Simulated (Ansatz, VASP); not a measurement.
One calculation of Cd, two programs

```xyz
1
Lattice="-1.4057 1.4057 1.4057 1.4057 -1.4057 1.4057 1.4057 1.4057 -1.4057" Properties=species:S:1:pos:R:3 pbc="T T T"
Cd    0.0000    0.0000    0.0000
```

Change from the starting cell: volume scaled by 0.52, LAPW.

Alike in both runs: task single point; functional PBEsol; k mesh 15 × 15 × 15; occupations fermi-dirac, width 0.1 eV; no spin polarisation.

|  | VASP | Ansatz |
| --- | --- | --- |
| version | VASP 6.6.1 | Ansatz 0.2.0 |
| potentials or method | VASP PAW PBE potentials, release 64 (Cd), cutoff 520 eV | all-electron LAPW, scalar-relativistic |

VASP gave:

| Quantity | Value |
| --- | --- |
| pressure (GPa) | 228.6 |

Question: Which values does Ansatz return?

Answer: Pressure (GPa): 218.7.

VASP's potentials were made for PBE, not for PBEsol. Both programs put the cell under a high pressure, so it lies far from rest at this level. Ansatz ran all-electron here, and VASP with PAW potentials.

Noted on VASP's run: the cell as given lies far from equilibrium.
